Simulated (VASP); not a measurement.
# W in VASP: further runs, part 2 of 2

VASP 6.6.1. The steps go on from the part before.

### 4 Single point, r2SCAN (strain +0.015 along x and y, -0.015 along z)

Contents of POSCAR:

```
W
1.0
    0.0000000000      2.0604500000      1.9995500000
    2.0604500000      0.0000000000      1.9995500000
    2.0604500000      2.0604500000      0.0000000000
W
1
Direct
    0.0000000000      0.0000000000      0.0000000000
```

Contents of INCAR.step1:

```
SYSTEM = W
ALGO = Normal
EDIFF = 1E-4
ENCUT = 520
GGA = PE
ISMEAR = 0
LASPH = .TRUE.
LCHARG = .FALSE.
LREAL = .FALSE.
LWAVE = .TRUE.
NBANDS = 13
NELM = 60
PREC = Accurate
SIGMA = 0.15
```

Contents of INCAR.step2:

```
SYSTEM = W
ALGO = Normal
EDIFF = 1E-7
ENCUT = 520
ISIF = 2
ISMEAR = 0
ISTART = 1
LASPH = .TRUE.
LCHARG = .FALSE.
LMIXTAU = .TRUE.
LREAL = .FALSE.
LWAVE = .FALSE.
METAGGA = R2SCAN
NBANDS = 13
NELM = 60
PREC = Accurate
SIGMA = 0.15
```

Contents of KPOINTS:

```
k-points
0
G
  20 20 20
  0 0 0
```

Potentials or basis: VASP PAW PBE potentials, release 64 (W_sv).

Launch:

```sh
$ cat potpaw_PBE.64/W_sv/POTCAR > POTCAR
$ cp INCAR.step1 INCAR
$ mpirun -np 1 vasp_std > vasp.out
$ cp INCAR.step2 INCAR
$ mpirun -np 1 vasp_std > vasp.out
```

OUTCAR:

```text
SYSTEM = W
   EDIFF = 1E-7
   ENCUT = 520
   ISIF = 2
   ISMEAR = 0
   ISTART = 1
   LASPH = .TRUE.
   LREAL = .FALSE.
   METAGGA = R2SCAN
   NELM = 60
   PREC = Accurate

 ion  position               nearest neighbor table
   1  0.000  0.000  0.000-

  LATTYP: Found a body centered tetragonal cell.
 ALAT       =     2.9139163346
 C/A-ratio  =     1.3724141467

  Lattice vectors:

 A1 = (   0.0000000000,  -2.0604500000,  -1.9995500000)
 A2 = (   0.0000000000,   2.0604500000,  -1.9995500000)
 A3 = (   2.0604500000,   0.0000000000,   1.9995500000)

Analysis of symmetry for initial positions (statically):
=====================================================================
 Subroutine PRICEL returns:
 Original cell was already a primitive cell.

 Routine SETGRP: Setting up the symmetry group for a
 body centered tetragonal supercell.

 Subroutine GETGRP returns: Found 16 space group operations
 (whereof 16 operations were pure point group operations)
 out of a pool of 16 trial point group operations.

The static configuration has the point symmetry D_4h.

Analysis of symmetry for dynamics (positions and initial velocities):
=====================================================================
 Subroutine PRICEL returns:
 Original cell was already a primitive cell.

 Routine SETGRP: Setting up the symmetry group for a
 body centered tetragonal supercell.

 Subroutine GETGRP returns: Found 16 space group operations
 (whereof 16 operations were pure point group operations)
 out of a pool of 16 trial point group operations.

The dynamic configuration has the point symmetry D_4h.

 Subroutine INISYM returns: Found 16 space group operations
 (whereof 16 operations are pure point group operations),
 and found     1 'primitive' translations

----------------------------------------------------------------------------------------

                                     Primitive cell
[... 115 lines left out ...]
   LHFCALC =     F    Hartree Fock is set to
   AEXX    =    0.0000 exact exchange contribution
   IVDW    =     0    specifies the selected vdW correction
   LEPSILON=     F    determine dielectric tensor
   LRPA    =     F    only Hartree local field effects (RPA)
 non-spin polarized calculation
 Gauss-broadening in eV      SIGMA  =   0.15
  energy-cutoff  :      520.00
  volume of cell :       16.98
 maximum number of plane-waves:       479
 NGX is ok and might be reduce to    24
   NGX = 11   NGY = 11   NGZ = 11

 number of electron      14.0000001 magnetization

 Free energy of the ion-electron system (eV)
  ---------------------------------------------------
  ext. energy  EPLUGINS =         0.00000000
  ---------------------------------------------------
  free energy    TOTEN  =       -50.78965038 eV

  energy without entropy =      -50.77693816  energy(sigma->0) =      -50.78329427

 E-fermi :   9.9205     XC(G=0): -14.5154

 val. band max:        9.9194921333   @ k =   0.4000   0.3000   0.0000
 cond. band min:       9.9207293041   @ k =  -0.1500   0.1000   0.0000
 fundamental gap:      0.0012371708
 Fermi energy:         9.9205352069

 k-point     1 :       0.0000    0.0000    0.0000
  band No.  band energies     occupation
      1     -65.8102      2.00000
      2     -28.7961      2.00000
      3     -28.7961      2.00000
      4     -28.7714      2.00000
      5       0.5803      2.00000
      6       9.1909      2.00000
      7       9.1909      2.00000
      8       9.6412      1.99154
      9      12.2478      0.00000
     10      12.8667      0.00000
     11      23.2186      0.00000
     12      28.3521      0.00000
     13      28.3521      0.00000
[... 354 lines left out ...]
  band No.  band energies     occupation
      1     -65.7232      2.00000
      2     -29.6965      2.00000
      3     -28.9308      2.00000
      4     -28.9140      2.00000
      5       4.0460      2.00000
      6       8.8249      2.00000
      7       9.2631      2.00000
      8       9.5980      1.99764
      9      13.5723      0.00000
     10      14.3649      0.00000
     11      21.7223      0.00000
     12      24.7463      0.00000
     13      30.5825      0.00000

 [... further k-points ...]

------------------------ aborting loop because EDIFF is reached ----------------------------------------

  FORCE on cell =-STRESS in cart. coord.  units (eV):
  Direction    XX          YY          ZZ          XY          YZ          ZX
  --------------------------------------------------------------------------------------
  -------------------------------------------------------------------------------------
  Total       -0.7939354     -0.7939354     -2.1383478      0.0000000     -0.0000000     -0.0000000
  in kB      -74.9219964    -74.9219964   -201.7913306      0.0000000     -0.0000000     -0.0000000
  external PRESSURE =    -117.2117745 kB  Pullay stress =       0.0000000 kB

 VOLUME and BASIS-vectors are now :
 -----------------------------------------------------------------------------
  energy-cutoff  :      520.00
  volume of cell :       16.98
      direct lattice vectors                 reciprocal lattice vectors
     0.000000000  2.060450000  1.999550000    -0.242665437  0.242665437  0.250056263
     2.060450000  0.000000000  1.999550000     0.242665437 -0.242665437  0.250056263
     2.060450000  2.060450000  0.000000000     0.242665437  0.242665437 -0.250056263

 POSITION                                       TOTAL-FORCE (eV/Angst)
 -----------------------------------------------------------------------------------
      0.00000      0.00000      0.00000        -0.000000      0.000000      0.000000
 -----------------------------------------------------------------------------------
    total drift:                               -0.000000     -0.000000      0.000000

  FREE ENERGIE OF THE ION-ELECTRON SYSTEM (eV)
  ---------------------------------------------------
  free  energy   TOTEN  =       -50.7896503780 eV

  energy  without entropy=      -50.7769381599  energy(sigma->0) =      -50.78329427
```

OUTCAR.step1:

```text
SYSTEM = W
   EDIFF = 1E-4
   ENCUT = 520
   GGA = PE
   ISMEAR = 0
   LASPH = .TRUE.
[... 602 lines left out ...]
 POSITION                                       TOTAL-FORCE (eV/Angst)
 -----------------------------------------------------------------------------------
      0.00000      0.00000      0.00000         0.000000      0.000000      0.000000
 -----------------------------------------------------------------------------------
    total drift:                               -0.000000      0.000000     -0.000000

  FREE ENERGIE OF THE ION-ELECTRON SYSTEM (eV)
  ---------------------------------------------------
  free  energy   TOTEN  =       -12.4753570220 eV

  energy  without entropy=      -12.4611410020  energy(sigma->0) =      -12.46824901
```

OSZICAR.step1:

```text
N       E                     dE             d eps       ncg     rms          rms(c)
DAV:   1     0.844082404023E+02    0.84408E+02   -0.74761E+03 16719   0.121E+03
DAV:   2    -0.114588915862E+02   -0.95867E+02   -0.92299E+02 18576   0.314E+02
DAV:   3    -0.131239917636E+02   -0.16651E+01   -0.16578E+01 18361   0.400E+01
DAV:   4    -0.131314429722E+02   -0.74512E-02   -0.74509E-02 18706   0.297E+00
DAV:   5    -0.131315126909E+02   -0.69719E-04   -0.69719E-04 18736   0.270E-01    0.179E+01
DAV:   6    -0.126057268250E+02    0.52579E+00   -0.46581E-01 17886   0.893E+00    0.668E+00
DAV:   7    -0.124796898493E+02    0.12604E+00   -0.21608E-01 18786   0.571E+00    0.649E-01
DAV:   8    -0.124754274597E+02    0.42624E-02   -0.40254E-03 16816   0.815E-01    0.817E-02
DAV:   9    -0.124753570220E+02    0.70438E-04   -0.11837E-04 14237   0.130E-01
   1 F= -.12475357E+02 E0= -.12468249E+02  d E =-.142160E-01
```

Wall time 4.8 min (1 thread of Intel Xeon Platinum 8375C at 2.90GHz (Ice Lake), shared host); peak memory 0.26 GiB.

Results:

```
Free energy            : -50.7897 eV
Pressure               : -11.7 GPa
Band gap on the k mesh : zero (bands 7 and 8 overlap by 3.69 eV)
```

Stress tensor (GPa, compression positive):
```
 -7.49   0.00   0.00
  0.00  -7.49   0.00
  0.00   0.00 -20.18
```

Caveat: the cell differs from its parent crystal (strain +0.015 along x and y, -0.015 along z); the stress differs along the axes, from -20 to -7 GPa; the PAW data sets were made with another functional, which shifts forces and pressure a little; spin-orbit coupling is left out, which moves the levels of the heavy elements.

### 5 Summary

```csv
cell,gap on the mesh (eV),pressure (GPa)
"a = 2.957 Å, angles 60.0°, 1 atom",none,-27.6
"a = 2.892, b = 2.892, c = 2.871 Å, angles 60.2, 60.2, 59.5°, 1 atom",none,-11.7
"a = 2.871, b = 2.871, c = 2.914 Å, angles 59.5, 59.5, 61.0°, 1 atom",none,-11.7
```

Alike in all rows: task single point; level r2SCAN; potentials or basis VASP PAW PBE potentials, release 64 (W_sv); no spin polarisation; k mesh 20 × 20 × 20; cutoff (eV) 520; smearing gaussian 0.15 eV.

Caveats: the PAW data sets were made with another functional, which shifts forces and pressure a little; spin-orbit coupling is left out, which moves the levels of the heavy elements; the cell stands under tension (at least some runs); the stress differs along the axes, from -14 to -8 GPa (at least some runs); the stress differs along the axes, from -20 to -7 GPa (at least some runs).

Total energies depend on the potentials used, so only differences within one code and one set of settings carry meaning.
